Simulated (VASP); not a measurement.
# B3O7 (P-6m2) in VASP: single point with PBE

Aim: the single point of B3O7 with PBE.

Program: VASP 6.6.1. These are calculated values, not measurements. Logs are shortened: lines on timing, memory, paths and dates and some standing lists are left out, and cuts for length are marked.

### 1 The cell of the first run

Symmetry: P-6m2, No. 187, hexagonal system. Conventional cell: a = 4.829 Å, b = 4.829 Å, c = 5.491 Å, α = 90.00°, β = 90.00°, γ = 120.00°. Within 1.9 Å of B (site symmetry 3m) lie 4 O at 1.39 to 1.48 Å. B (site symmetry -6m2) has 6 O at 1.64 Å within 2.2 Å. Within 1.9 Å of O (site symmetry -6m2) lie 2 B at 1.39 Å. Within 2.0 Å of O (site symmetry m) lie 2 B at 1.48 to 1.64 Å and 1 O at 1.74 Å.

### 2 Single point, PBE

INCAR reads:

```
PREC     = Accurate       # precision mode
ENCUT    = 520            # plane-wave cutoff, eV
EDIFF    = 1E-6           # SCF threshold, eV
ISMEAR   = 0              # smearing method
SIGMA    = 0.1            # smearing width, eV
LREAL    = F              # projectors in reciprocal space
LASPH    = T              # aspherical terms in the spheres
NELM     = 100            # most SCF steps
ALGO     = Normal         # electronic algorithm
ISIF     = 2              # what is computed and relaxed
LWAVE    = F              # write WAVECAR
LCHARG   = F              # write CHGCAR
GGA      = PE             # functional
NBANDS   = 36             # bands
```

KPOINTS reads:

```
regular mesh
0
Gamma
  6 6 4
```

POSCAR reads:

```
B3O7
1.0
    4.8292209089      0.0000000034      0.0000000000
   -2.4146104574      4.1822279859      0.0000000000
    0.0000000000      0.0000000000      5.4908184775
B O
3 7
Direct
    0.6666666667      0.3333333333      0.7530066070
    0.6666666667      0.3333333333      0.2469933930
    0.0000000000      0.0000000000      0.0000000000
    0.6666666667      0.3333333333      0.5000000000
    0.3318199634      0.1659099817      0.8416529908
    0.8340900183      0.1659099817      0.8416529908
    0.8340900183      0.6681800366      0.8416529908
    0.3318199634      0.1659099817      0.1583470092
    0.8340900183      0.1659099817      0.1583470092
    0.8340900183      0.6681800366      0.1583470092
```

Potentials or basis: VASP PAW PBE potentials, release 64 (B, O).

Run with:

```
$ cat potpaw_PBE.64/B/POTCAR potpaw_PBE.64/O/POTCAR > POTCAR
$ mpirun -np 1 vasp_std > vasp.out
```

OUTCAR:

```text
PREC = Accurate
   ENCUT = 520
   EDIFF = 1E-6
   ISMEAR = 0
   LREAL = F
   LASPH = T
   NELM = 100
   ISIF = 2
   GGA = PE

 ion  position               nearest neighbor table
   1  0.667  0.333  0.753-   4 1.39   6 1.48   5 1.48   7 1.48
   2  0.667  0.333  0.247-   4 1.39   9 1.48   8 1.48  10 1.48
   3  0.000  0.000  0.000-   5 1.64   8 1.64   6 1.64   9 1.64   7 1.64  10 1.64
   4  0.667  0.333  0.500-   1 1.39   2 1.39
   5  0.332  0.166  0.842-   1 1.48   3 1.64   8 1.74
   6  0.834  0.166  0.842-   1 1.48   3 1.64   9 1.74
   7  0.834  0.668  0.842-   1 1.48   3 1.64  10 1.74
   8  0.332  0.166  0.158-   2 1.48   3 1.64   5 1.74
   9  0.834  0.166  0.158-   2 1.48   3 1.64   6 1.74
  10  0.834  0.668  0.158-   2 1.48   3 1.64   7 1.74

  LATTYP: Found a hexagonal cell.
 ALAT       =     4.8292209089
 C/A-ratio  =     1.1369988205

  Lattice vectors:

 A1 = (   4.8292209089,   0.0000000034,   0.0000000000)
 A2 = (  -2.4146104574,   4.1822279859,   0.0000000000)
 A3 = (   0.0000000000,   0.0000000000,   5.4908184775)

Analysis of symmetry for initial positions (statically):
=====================================================================
 Subroutine PRICEL returns:
 Original cell was already a primitive cell.

 Routine SETGRP: Setting up the symmetry group for a
 hexagonal supercell.

 Subroutine GETGRP returns: Found 12 space group operations
 (whereof 12 operations were pure point group operations)
 out of a pool of 24 trial point group operations.

The static configuration has the point symmetry D_3h.

Analysis of symmetry for dynamics (positions and initial velocities):
=====================================================================
 Subroutine PRICEL returns:
 Original cell was already a primitive cell.

 Routine SETGRP: Setting up the symmetry group for a
 hexagonal supercell.

 Subroutine GETGRP returns: Found 12 space group operations
 (whereof 12 operations were pure point group operations)
 out of a pool of 24 trial point group operations.

The dynamic configuration has the point symmetry D_3h.

 Subroutine INISYM returns: Found 12 space group operations
 (whereof 12 operations are pure point group operations),
 and found     1 'primitive' translations

----------------------------------------------------------------------------------------

                                     Primitive cell

  volume of cell :     110.8975

  direct lattice vectors                    reciprocal lattice vectors
     4.829220909  0.000000003  0.000000000     0.207072739  0.119553502  0.000000000
    -2.414610457  4.182227986  0.000000000    -0.000000000  0.239107003  0.000000000
     0.000000000  0.000000000  5.490818478     0.000000000  0.000000000  0.182122211

  length of vectors
     4.829220909  4.829220909  5.490818478     0.239107003  0.239107003  0.182122211

  position of ions in fractional coordinates (direct lattice)
     0.666666667  0.333333333  0.753006607
     0.666666667  0.333333333  0.246993393
     0.000000000  0.000000000  0.000000000
     0.666666667  0.333333333  0.500000000
     0.331819963  0.165909982  0.841652991
     0.834090018  0.165909982  0.841652991
     0.834090018  0.668180037  0.841652991
     0.331819963  0.165909982  0.158347009
     0.834090018  0.165909982  0.158347009
     0.834090018  0.668180037  0.158347009

  ion indices of the primitive-cell ions
   primitive index   ion index
                 1           1
                 2           2
                 3           3
                 4           4
                 5           5
                 6           6
                 7           7
                 8           8
                 9           9
                10          10

----------------------------------------------------------------------------------------

 KPOINTS: regular mesh

Automatic generation of k-mesh.
 Grid dimensions read from file:
 generate k-points for:    6    6    4

 Generating k-lattice:

  Cartesian coordinates                     Fractional coordinates (reciprocal lattice)
     0.034512123  0.019925584  0.000000000     0.166666667 -0.000000000  0.000000000
    -0.000000000  0.039851167  0.000000000     0.000000000  0.166666667  0.000000000
     0.000000000  0.000000000  0.045530553     0.000000000  0.000000000  0.250000000

  Length of vectors
     0.039851167  0.039851167  0.045530553

  Shift w.r.t. Gamma in fractional coordinates (k-lattice)
     0.000000000  0.000000000  0.000000000

 Subroutine IBZKPT returns following result:
 ===========================================

 Found     21 irreducible k-points:

 Following reciprocal coordinates:
            Coordinates               Weight
  0.000000  0.000000  0.000000      1.000000
  0.166667  0.000000  0.000000      6.000000
  0.333333  0.000000  0.000000      6.000000
  0.500000  0.000000  0.000000      3.000000
  0.166667  0.166667  0.000000      6.000000
  0.333333  0.166667  0.000000     12.000000
[... 13 lines left out ...]
  0.333333  0.166667  0.500000     12.000000
  0.333333  0.333333  0.500000      2.000000
   k-points           NKPTS =     21   k-points in BZ     NKDIM =     21   number of bands    NBANDS=     36
   number of dos      NEDOS =    301   number of ions     NIONS =     10
   total plane-waves  NPLWV =  54432
   dimension x,y,z NGX =    36 NGY =   36 NGZ =   42
   dimension x,y,z NGXF=    72 NGYF=   72 NGZF=   84
   ions per type =               3   7
   NGX,Y,Z   is equivalent  to a cutoff of  12.39, 12.39, 12.72 a.u.
   NGXF,Y,Z  is equivalent  to a cutoff of  24.79, 24.79, 25.43 a.u.
 SYSTEM =  unknown system
   PREC   = accura    normal or accurate (medium, high low for compatibility)
   ISTART =      0    job   : 0-new  1-cont  2-samecut
   ICHARG =      2    charge: 1-file 2-atom 10-const
   ISPIN  =      1    spin polarized calculation?
   LNONCOLLINEAR =      F non collinear calculations
   LSORBIT =      F    spin-orbit coupling
   LASPH  =      T    aspherical Exc in radial PAW
   ENCUT  =  520.0 eV  38.22 Ry    6.18 a.u.   8.98  8.98 10.21*2*pi/ulx,y,z
   NELM   =    100;   NELMIN=  2; NELMDL= -5     # of ELM steps
   EDIFF  = 0.1E-05   stopping-criterion for ELM
   LREAL  =      F    real-space projection
   EDIFFG = 0.1E-04   stopping-criterion for IOM
   NSW    =      0    number of steps for IOM
   IBRION =     -1    ionic relax: 0-MD 1-quasi-New 2-CG
   NFREE  =      0    steps in history (QN), initial steepest desc. (CG)
   ISIF   =      2    stress and relaxation
   ISYM   =      2    0-nonsym 1-usesym 2-fastsym
   POTIM  = 0.5000    time-step for ionic-motion
   TEBEG  =    0.0;   TEEND  =   0.0 temperature during run
   PSTRESS=    0.0 pullay stress
   NELECT =      51.0000    total number of electrons
   NUPDOWN=      -1.0000    fix difference up-down
   EMIN   =  10.00;   EMAX   =-10.00  energy-range for DOS
   EFERMI =   0.00;   METHOD = LEGACY
   ISMEAR =     0;   SIGMA  =   0.10  broadening in eV -4-tet -1-fermi 0-gaus
   EFERMI_NEDOS =   21; number of points for ismear=-14 and -15
   IALGO  =     38    algorithm
   IMIX   =      4    mixing-type and parameters
     AMIX     =   0.40;   BMIX     =  1.00
     AMIX_MAG =   1.60;   BMIX_MAG =  1.00
  volume/ion in A,a.u.               =      11.09        74.84
  Fermi-wavevector in a.u.,A,eV,Ry     =   1.263643  2.387938 21.725684  1.596793
  Thomas-Fermi vector in A             =   2.396989
   LORBIT       =      0    0 simple, 1 ext, 2 COOP (PROOUT), +10 PAW based schemes
   GGA     = PE    functional components
   LHFCALC =     F    Hartree Fock is set to
   AEXX    =    0.0000 exact exchange contribution
   IVDW    =     0    specifies the selected vdW correction
   LEPSILON=     F    determine dielectric tensor
   LRPA    =     F    only Hartree local field effects (RPA)
 non-spin polarized calculation
 Gauss-broadening in eV      SIGMA  =   0.10
  energy-cutoff  :      520.00
  volume of cell :      110.90
 maximum number of plane-waves:      3000
 NGX is ok and might be reduce to    36
   NGX = 17   NGY = 17   NGZ = 21

 number of electron      51.0000019 magnetization

 Free energy of the ion-electron system (eV)
  ---------------------------------------------------
  ext. energy  EPLUGINS =         0.00000000
  ---------------------------------------------------
  free energy    TOTEN  =       -63.53300958 eV

  energy without entropy =      -63.51543104  energy(sigma->0) =      -63.52422031

 E-fermi :   0.6545     XC(G=0):  -8.7726

 val. band max:        0.6344670558   @ k =   0.3333   0.0000   0.2500
 cond. band min:       0.6992905836   @ k =   0.3333   0.3333   0.0000
 fundamental gap:      0.0648235278
 Fermi energy:         0.6544581835

 k-point     1 :       0.0000    0.0000    0.0000
  band No.  band energies     occupation
      1     -22.3237      2.00000
      2     -20.0668      2.00000
      3     -20.0668      2.00000
      4     -19.3540      2.00000
      5     -18.7597      2.00000
      6     -16.6725      2.00000
[... 28 lines left out ...]
     35      10.7100      0.00000
     36      12.1395      0.00000

 k-point     2 :       0.1667    0.0000    0.0000
  band No.  band energies     occupation
      1     -22.2307      2.00000
      2     -20.2830      2.00000
      3     -20.0730      2.00000
      4     -19.2956      2.00000
      5     -18.6735      2.00000
      6     -16.8351      2.00000
[... 28 lines left out ...]
     35      10.8683      0.00000
     36      12.1159      0.00000
[... 700 lines left out ...]
     35      10.8791      0.00000
     36      11.8805      0.00000

 k-point    21 :       0.3333    0.3333    0.5000
  band No.  band energies     occupation
      1     -21.3503      2.00000
      2     -21.2090      2.00000
      3     -20.0912      2.00000
      4     -20.0864      2.00000
      5     -17.6544      2.00000
      6     -17.2079      2.00000
[... 28 lines left out ...]
     35      10.9381      0.00000
     36      11.7974      0.00000

------------------------ aborting loop because EDIFF is reached ----------------------------------------

  FORCE on cell =-STRESS in cart. coord.  units (eV):
  Direction    XX          YY          ZZ          XY          YZ          ZX
  --------------------------------------------------------------------------------------
  -------------------------------------------------------------------------------------
  Total       -0.0906956     -0.0906956      0.3589350      0.0000000      0.0000000      0.0000000
  in kB       -1.3103125     -1.3103125      5.1856660      0.0000000      0.0000000      0.0000000
  external PRESSURE =       0.8550137 kB  Pullay stress =       0.0000000 kB

 VOLUME and BASIS-vectors are now :
 -----------------------------------------------------------------------------
  energy-cutoff  :      520.00
  volume of cell :      110.90
      direct lattice vectors                 reciprocal lattice vectors
     4.829220909  0.000000003  0.000000000     0.207072739  0.119553502  0.000000000
    -2.414610457  4.182227986  0.000000000    -0.000000000  0.239107003  0.000000000
     0.000000000  0.000000000  5.490818478     0.000000000  0.000000000  0.182122211

 POSITION                                       TOTAL-FORCE (eV/Angst)
 -----------------------------------------------------------------------------------
      2.41461      1.39408      4.13462        -0.000000     -0.000000     -0.049544
      2.41461      1.39408      1.35620        -0.000000     -0.000000      0.049544
      0.00000      0.00000      0.00000        -0.000000     -0.000000     -0.000000
      2.41461      1.39408      2.74541        -0.000000     -0.000000     -0.000000
      1.20182      0.69387      4.62136        -0.034213     -0.019753     -0.008427
      3.62740      0.69387      4.62136         0.034213     -0.019753     -0.008427
      2.41461      2.79448      4.62136        -0.000000      0.039506     -0.008427
      1.20182      0.69387      0.86945        -0.034213     -0.019753      0.008427
      3.62740      0.69387      0.86945         0.034213     -0.019753      0.008427
      2.41461      2.79448      0.86945        -0.000000      0.039506      0.008427
 -----------------------------------------------------------------------------------
    total drift:                               -0.000000      0.000000      0.000000

  FREE ENERGIE OF THE ION-ELECTRON SYSTEM (eV)
  ---------------------------------------------------
  free  energy   TOTEN  =       -63.5330095808 eV

  energy  without entropy=      -63.5154310360  energy(sigma->0) =      -63.52422031
```

Run time: 34 s. Hardware: 1 thread of Intel Xeon 6975P-C (Granite Rapids), shared host; peak memory 0.23 GiB.

What came out:

| Item | Value |
| --- | --- |
| Free energy | -63.5330 eV |
| Pressure | 0.1 GPa |
| Largest force | 0.050 eV/Å |

Forces on the atoms (eV/Å):
```
B    0.000  0.000 -0.050
B    0.000  0.000  0.050
B    0.000  0.000  0.000
O    0.000  0.000  0.000
O   -0.034 -0.020 -0.008
O    0.034 -0.020 -0.008
O    0.000  0.040 -0.008
O   -0.034 -0.020  0.008
O    0.034 -0.020  0.008
O    0.000  0.040  0.008
```

Caveat: an odd number of electrons without spin polarisation forces a metal; a magnetic or distorted state may lie lower.
